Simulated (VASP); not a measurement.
Write the native input for VASP 6.6.1 that does the following.

| Item | Value |
| --- | --- |
| Task | single point |
| Functional | PBEsol |
| Potentials or basis | VASP PAW PBE potentials, release 64 (Zn) |
| Cutoff | 520 eV |
| k mesh | 16 × 16 × 16 |
| Occupations | gaussian, width 0.1 eV |
| Spin | no spin polarisation |
| Dipole correction | no |
| Further INCAR settings | ALGO = Fast; EDIFF = 1e-06; NBANDS = 12 |

The structure of Zn lies in POSCAR:

```
Zn
1.0
   -0.0268977834      2.0517959290      1.9815748348
    1.9729494682      0.0042832117      1.9503938397
    1.9673105610      2.0149760268      0.0099221188
Zn
1
Direct
    0.0000000000      0.0000000000      0.0000000000
```

This cell differs from its parent crystal: the cell strained at random.

One way to write it, as run:

INCAR

```
SYSTEM = Zn
PREC = Accurate
ENCUT = 520
EDIFF = 1E-6
ISMEAR = 0
SIGMA = 0.1
LREAL = .False.
LASPH = .True.
NELM = 80
ALGO = Fast
ISIF = 2
LWAVE = .False.
LCHARG = .True.
GGA = PS
LELF = .True.
LVHAR = .True.
NBANDS = 12
```

KPOINTS

```
Automatic mesh
0
Gamma
  16 16 16
  0 0 0
```

Potentials or basis: VASP PAW PBE potentials, release 64 (Zn).

Run with:

```bash
$ cat potpaw_PBE.64/Zn/POTCAR > POTCAR
$ mpirun -np 1 vasp_std > vasp.out
```

Results of the run:

| Item | Value |
| --- | --- |
| Pressure | -6.9 GPa |
| Band gap on the k mesh | zero (bands 6 and 7 overlap by 3.85 eV) |

Caveat: the cell differs from its parent crystal (the cell strained at random); the cell stands under tension; the PAW data sets were made with another functional, which shifts forces and pressure a little.

It took 110 s on 1 thread of Intel(R) Xeon(R) 6975P-C (Granite Rapids), on a shared host, peak memory 0.46 GiB.
